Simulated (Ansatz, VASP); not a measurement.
## One calculation of CdTe, two programs

```
CELL_PARAMETERS angstrom
0.00000 3.14000 3.17140
3.14000 0.00000 3.17140
3.14000 3.14000 0.00000
ATOMIC_POSITIONS crystal
Cd 0.00000 0.00000 0.00000
Te 0.25000 0.25000 0.25000
```

Change from the starting cell: z stretched by +1 %, ions relaxed.

Alike in both runs: functional PBE; k mesh 12 × 12 × 12; occupations fermi-dirac, width 0.02 eV; no spin polarisation.

Ansatz relaxed the structure, and its values are those at the end. VASP's run is a single point on that final structure, the one shown.

|  | VASP | Ansatz |
| --- | --- | --- |
| version | VASP 6.6.1 | Ansatz 0.2.0 |
| potentials or method | VASP PAW PBE potentials, release 64 (Cd, Te) | plane-wave PAW, scalar-relativistic |
| plane-wave cutoff (eV) | 520 | 420 |
| valence electrons in the cell | 18 | 36 |

|  | VASP | Ansatz | Ansatz less VASP |
| --- | --- | --- | --- |
| gap on the k mesh at the Fermi level (eV) | 1.02 | 1.02 | -0.003 |
| pressure (GPa) | 7.6 | 7.4 | -0.19 |

VASP's potentials hold 18 valence electrons a cell and Ansatz's 36, so a difference there can come from the potentials and not from the codes. Ansatz's warnings: stress scf threshold loose.

Neither program's run includes spin-orbit coupling.
